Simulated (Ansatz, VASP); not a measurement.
**One calculation of Sc, two programs**

```
CELL_PARAMETERS angstrom
-0.02270 2.25915 2.25915
2.25915 -0.02270 2.25915
2.25915 2.25915 -0.02270
ATOMIC_POSITIONS crystal
Sc 0.00000 0.00000 0.00000
```

Change from the starting cell: equal xy, yz and zx shear strains of -1 %, crystal datasets.

Alike in both runs: task electric field gradients; functional PBEsol; k mesh 12 × 12 × 12; occupations fermi-dirac, width 0.03 eV; no spin polarisation.

|  | VASP | Ansatz |
| --- | --- | --- |
| version | VASP 6.6.1 | Ansatz 0.2.0 |
| potentials or method | VASP PAW PBE potentials, release 64 (Sc_sv), cutoff 520 eV | all-electron PAW with datasets made for the crystal, scalar-relativistic |

Ansatz gave:

| Property | Result |
| --- | --- |
| pressure (GPa) | 0.5 |
| traceless stress, the component that is largest in VASP (GPa) | 0.36 |
| size of Vzz on the site where it differs most (V/Å²) | 4.5 |

Q: What did VASP give for the same quantities?

A: Pressure (GPa): 0.5; traceless stress, the component that is largest in VASP (GPa): 0.36; size of Vzz on the site where it differs most (V/Å²): 4.7.

VASP's potentials were made for PBE, not for PBEsol. Ansatz ran all-electron here, and VASP with PAW potentials.
